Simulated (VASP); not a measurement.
# FeSi (P2_13) in VASP: further runs

The runs below take FeSi through single point, with LDA.

Everything below comes from runs of VASP 6.6.1. Logs are shortened: lines on timing, memory, paths and dates and some standing lists are left out, and cuts for length are marked.

## (1) The cell of the first run

It takes space group P2_13 (No. 198, cubic). Conventional cell: a = 4.369 Å, b = 4.369 Å, c = 4.369 Å, α = 90.00°, β = 90.00°, γ = 90.00°. Fe (site symmetry 3) has 7 Si at 2.24 to 2.45 Å and 6 Fe at 2.68 Å within 3.0 Å. Within 3.0 Å of Si (site symmetry 3) lie 7 Fe at 2.24 to 2.45 Å and 6 Si at 2.71 Å.

## (2) Single point, LDA

Contents of INCAR:

```
SYSTEM = FeSi
PREC = Accurate ; ENCUT = 520
EDIFF = 1E-6 ; ISMEAR = 0
SIGMA = 0.01 ; LREAL = .FALSE.
LASPH = .TRUE. ; NELM = 100
ALGO = Normal ; ISIF = 2
LWAVE = .FALSE. ; LCHARG = .TRUE.
LELF = .TRUE. ; LVHAR = .TRUE.
NBANDS = 34
```

Contents of KPOINTS:

```
Automatic mesh
0
G
  8 8 8
  0 0 0
```

Contents of POSCAR:

```
FeSi
1.0
    4.3689625455      0.0000000000      0.0000000000
    0.0000000000      4.3689625455      0.0000000000
    0.0000000000      0.0000000000      4.3689625455
Fe Si
4 4
Direct
    0.1368091922      0.1368091922      0.1368091922
    0.3631908078      0.8631908078      0.6368091922
    0.6368091922      0.3631908078      0.8631908078
    0.8631908078      0.6368091922      0.3631908078
    0.8408110713      0.8408110713      0.8408110713
    0.6591889287      0.1591889287      0.3408110713
    0.3408110713      0.6591889287      0.1591889287
    0.1591889287      0.3408110713      0.6591889287
```

Potentials or basis: VASP PAW LDA potentials, release 64 (Fe, Si).

On the command line:

```console
cat potpaw_LDA.64/Fe/POTCAR potpaw_LDA.64/Si/POTCAR > POTCAR
mpirun -np 1 vasp_std > vasp.out
```

OUTCAR:

```text
SYSTEM = FeSi
   PREC = Accurate
   ENCUT = 520
   EDIFF = 1E-6
   ISMEAR = 0
   LREAL = .FALSE.
   LASPH = .TRUE.
   NELM = 100
   ISIF = 2

 ion  position               nearest neighbor table
   1  0.137  0.137  0.137-   5 2.24   8 2.27   7 2.27   6 2.27   7 2.45   8 2.45   6 2.45   3 2.68
                             4 2.68   2 2.68   2 2.68   4 2.68   3 2.68
   2  0.363  0.863  0.637-   6 2.24   7 2.27   5 2.27   8 2.27   7 2.45   8 2.45   5 2.45   1 2.68
                             1 2.68   3 2.68   3 2.68   4 2.68   4 2.68
   3  0.637  0.363  0.863-   7 2.24   6 2.27   5 2.27   8 2.27   8 2.45   6 2.45   5 2.45   1 2.68
                             4 2.68   2 2.68   2 2.68   4 2.68   1 2.68
   4  0.863  0.637  0.363-   8 2.24   5 2.27   7 2.27   6 2.27   6 2.45   5 2.45   7 2.45   1 2.68
                             3 2.68   2 2.68   1 2.68   2 2.68   3 2.68
   5  0.841  0.841  0.841-   1 2.24   4 2.27   3 2.27   2 2.27   3 2.45   4 2.45   2 2.45   6 2.71
                             7 2.71   8 2.71   6 2.71   8 2.71   7 2.71
   6  0.659  0.159  0.341-   2 2.24   3 2.27   1 2.27   4 2.27   3 2.45   4 2.45   1 2.45   8 2.71
                             5 2.71   5 2.71   7 2.71   7 2.71   8 2.71
   7  0.341  0.659  0.159-   3 2.24   2 2.27   1 2.27   4 2.27   4 2.45   2 2.45   1 2.45   8 2.71
                             5 2.71   8 2.71   6 2.71   6 2.71   5 2.71
   8  0.159  0.341  0.659-   4 2.24   1 2.27   3 2.27   2 2.27   2 2.45   1 2.45   3 2.45   7 2.71
                             5 2.71   7 2.71   5 2.71   6 2.71   6 2.71

  LATTYP: Found a simple cubic cell.
 ALAT       =     4.3689625455

  Lattice vectors:

 A1 = (   4.3689625455,   0.0000000000,   0.0000000000)
 A2 = (   0.0000000000,   4.3689625455,   0.0000000000)
 A3 = (   0.0000000000,   0.0000000000,   4.3689625455)

Analysis of symmetry for initial positions (statically):
=====================================================================
 Subroutine PRICEL returns:
 Original cell was already a primitive cell.

 Routine SETGRP: Setting up the symmetry group for a
 simple cubic supercell.

 Subroutine GETGRP returns: Found 12 space group operations
 (whereof  3 operations were pure point group operations)
 out of a pool of 48 trial point group operations.

The static configuration has the point symmetry C_3 .
 The point group associated with its full space group is T   .

Analysis of symmetry for dynamics (positions and initial velocities):
=====================================================================
 Subroutine PRICEL returns:
 Original cell was already a primitive cell.

 Routine SETGRP: Setting up the symmetry group for a
 simple cubic supercell.

 Subroutine GETGRP returns: Found 12 space group operations
 (whereof  3 operations were pure point group operations)
[... 127 lines left out ...]
   NUPDOWN=      -1.0000    fix difference up-down
   EMIN   =  10.00;   EMAX   =-10.00  energy-range for DOS
   EFERMI =   0.00;   METHOD = LEGACY
   ISMEAR =     0;   SIGMA  =   0.01  broadening in eV -4-tet -1-fermi 0-gaus
   EFERMI_NEDOS =   21; number of points for ismear=-14 and -15
   IALGO  =     38    algorithm
   IMIX   =      4    mixing-type and parameters
     AMIX     =   0.40;   BMIX     =  1.00
     AMIX_MAG =   1.60;   BMIX_MAG =  1.00
  volume/ion in A,a.u.               =      10.42        70.35
  Fermi-wavevector in a.u.,A,eV,Ry     =   1.361790  2.573411 25.231637  1.854473
  Thomas-Fermi vector in A             =   2.488336
   LORBIT       =      0    0 simple, 1 ext, 2 COOP (PROOUT), +10 PAW based schemes
   GGA     = CA    functional components
   LHFCALC =     F    Hartree Fock is set to
   AEXX    =    0.0000 exact exchange contribution
   IVDW    =     0    specifies the selected vdW correction
   LEPSILON=     F    determine dielectric tensor
   LRPA    =     F    only Hartree local field effects (RPA)
 non-spin polarized calculation
 Gauss-broadening in eV      SIGMA  =   0.01
  energy-cutoff  :      520.00
  volume of cell :       83.39
 maximum number of plane-waves:      2276
   NGX = 17   NGY = 17   NGZ = 17

 number of electron      47.9999998 magnetization

 Free energy of the ion-electron system (eV)
  ---------------------------------------------------
  ext. energy  EPLUGINS =         0.00000000
  ---------------------------------------------------
  free energy    TOTEN  =       -66.55460573 eV

  energy without entropy =      -66.55460573  energy(sigma->0) =      -66.55460573

 E-fermi :  10.4273     XC(G=0): -13.2371

 val. band max:       10.3655307584   @ k =   0.2500   0.1250   0.1250
 cond. band min:      10.4952665601   @ k =   0.3750   0.1250   0.1250
 fundamental gap:      0.1297358018
 Fermi energy:        10.4273350312

 k-point     1 :       0.0000    0.0000    0.0000
  band No.  band energies     occupation
      1      -3.2280      2.00000
      2       2.2829      2.00000
      3       2.2829      2.00000
      4       2.2829      2.00000
      5       5.1281      2.00000
      6       5.1281      2.00000
[... 877 lines left out ...]
     33      14.9018      0.00000
     34      15.6044      0.00000

 [... further k-points ...]

------------------------ aborting loop because EDIFF is reached ----------------------------------------

  FORCE on cell =-STRESS in cart. coord.  units (eV):
  Direction    XX          YY          ZZ          XY          YZ          ZX
  --------------------------------------------------------------------------------------
  -------------------------------------------------------------------------------------
  Total        0.4426887      0.4426887      0.4426887      0.0000000     -0.0000000      0.0000000
  in kB        8.5049944      8.5049944      8.5049944      0.0000000     -0.0000000      0.0000000
  external PRESSURE =       8.5049944 kB  Pullay stress =       0.0000000 kB

 VOLUME and BASIS-vectors are now :
 -----------------------------------------------------------------------------
  energy-cutoff  :      520.00
  volume of cell :       83.39
      direct lattice vectors                 reciprocal lattice vectors
     4.368962545  0.000000000  0.000000000     0.228887291  0.000000000  0.000000000
     0.000000000  4.368962545  0.000000000     0.000000000  0.228887291  0.000000000
     0.000000000  0.000000000  4.368962545     0.000000000  0.000000000  0.228887291

 POSITION                                       TOTAL-FORCE (eV/Angst)
 -----------------------------------------------------------------------------------
      0.59771      0.59771      0.59771         0.028275      0.028275      0.028275
      1.58677      3.77125      2.78220        -0.028275     -0.028275      0.028275
      2.78220      1.58677      3.77125         0.028275     -0.028275     -0.028275
      3.77125      2.78220      1.58677        -0.028275      0.028275     -0.028275
      3.67347      3.67347      3.67347         0.004305      0.004305      0.004305
      2.87997      0.69549      1.48899        -0.004305     -0.004305      0.004305
      1.48899      2.87997      0.69549         0.004305     -0.004305     -0.004305
      0.69549      1.48899      2.87997        -0.004305      0.004305     -0.004305
 -----------------------------------------------------------------------------------
    total drift:                                0.000000     -0.000000     -0.000000

  FREE ENERGIE OF THE ION-ELECTRON SYSTEM (eV)
  ---------------------------------------------------
  free  energy   TOTEN  =       -66.5546057329 eV

  energy  without entropy=      -66.5546057329  energy(sigma->0) =      -66.55460573
```

It took 51 s on 1 thread of AMD EPYC 9R45 (Zen 5), shared host; peak memory 0.19 GiB.

Results:

- Free energy: -66.5546 eV
- Pressure: 0.9 GPa
- Largest force: 0.049 eV/Å
- Band gap on the k mesh: 0.13 eV, indirect (least direct gap 0.16 eV)

Forces on the atoms (eV/Å):
```
Fe   0.028  0.028  0.028
Fe  -0.028 -0.028  0.028
Fe   0.028 -0.028 -0.028
Fe  -0.028  0.028 -0.028
Si   0.004  0.004  0.004
Si  -0.004 -0.004  0.004
Si   0.004 -0.004 -0.004
Si  -0.004  0.004 -0.004
```

Levels at points of the mesh, in eV from the valence-band top:
| k point | band 21 | band 22 | band 23 | band 24 | band 25 | band 26 | band 27 | band 28 |
| --- | --- | --- | --- | --- | --- | --- | --- | --- |
| (0.00, 0.00, 0.00) | -0.29 | -0.29 | -0.05 | -0.05 | 0.69 | 0.69 | 0.69 | 3.31 |
| (0.50, 0.00, 0.00) | -0.41 | -0.41 | -0.02 | -0.02 | 0.18 | 0.18 | 1.83 | 1.83 |
| (0.50, 0.50, 0.00) | -1.09 | -1.09 | -0.38 | -0.38 | 0.66 | 0.66 | 1.38 | 1.38 |
| (0.50, 0.50, 0.50) | -0.71 | -0.71 | -0.71 | -0.71 | 0.49 | 0.49 | 0.49 | 0.49 |

A k mesh can miss the band edges. Spin polarisation is off, so any magnetic state and its effect on volume and gap are missing.

(Part 1 of 2 ends here.)
